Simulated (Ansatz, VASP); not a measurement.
## One calculation of Ge, two programs

```xyz
2
Lattice="0.0000 3.0158 2.8382 3.0158 0.0000 2.8382 3.0158 3.0158 0.0000" Properties=species:S:1:pos:R:3 pbc="T T T"
Ge    3.0158    3.0158    2.8382
Ge    4.5237    4.5237    4.2572
```

Alike in both runs: task single point; functional PBE; k mesh 14 × 14 × 14; occupations gaussian, width 0.15 eV; no spin polarisation.

|  | VASP | Ansatz |
| --- | --- | --- |
| version | VASP 6.6.1 | Ansatz 0.2.0 |
| potentials or method | VASP PAW PBE potentials, release 64 (Ge_d), cutoff 520 eV | scalar-relativistic, plane waves, PAW |
| valence electrons in the cell | 28 | 28 |

Ansatz gave:

| Quantity | Value |
| --- | --- |
| gap on the k mesh at the Fermi level (eV) | none |
| pressure (GPa) | -3.7 |
| traceless stress, the component that is largest in VASP (GPa) | 2.21 |

Task: Which values does VASP return?

Result: gap on the k mesh at the Fermi level (eV): none; pressure (GPa): -3.8; traceless stress, the component that is largest in VASP (GPa): 2.22.

A gap of «none» marks a metal or a gap that the smearing closes. The functional is the same, so the differences come from potentials, cutoffs and numerics.
